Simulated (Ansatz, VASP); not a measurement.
**Two plane-wave programs on SiC**

```
Si C
1.0
     0.00000    2.17805    2.17805
     2.17805    0.00000    2.17805
     2.17805    2.17805    0.00000
Si C
1 1
Direct
  0.00000 0.00000 0.00000
  0.25000 0.25000 0.25000
```

Alike in both runs: task single point; functional PBE; k mesh 8 × 8 × 8; no spin polarisation.

|  | VASP | Ansatz |
| --- | --- | --- |
| version | VASP 6.6.1 | Ansatz 0.2.0 |
| potentials or method | VASP PAW PBE potentials, release 64 (Si, C) | plane waves |
| plane-wave cutoff (eV) | 600 | 420 |
| occupations | methfessel-paxton of order 1, width 0.05 eV | cold, width 0.05 eV |
| valence electrons in the cell | 8 | 8 |

|  | VASP | Ansatz | Ansatz less VASP |
| --- | --- | --- | --- |
| gap on the k mesh at the Fermi level (eV) | 1.36 | 1.36 | +0.002 |
| pressure (GPa) | 3.4 | 3.6 | +0.19 |
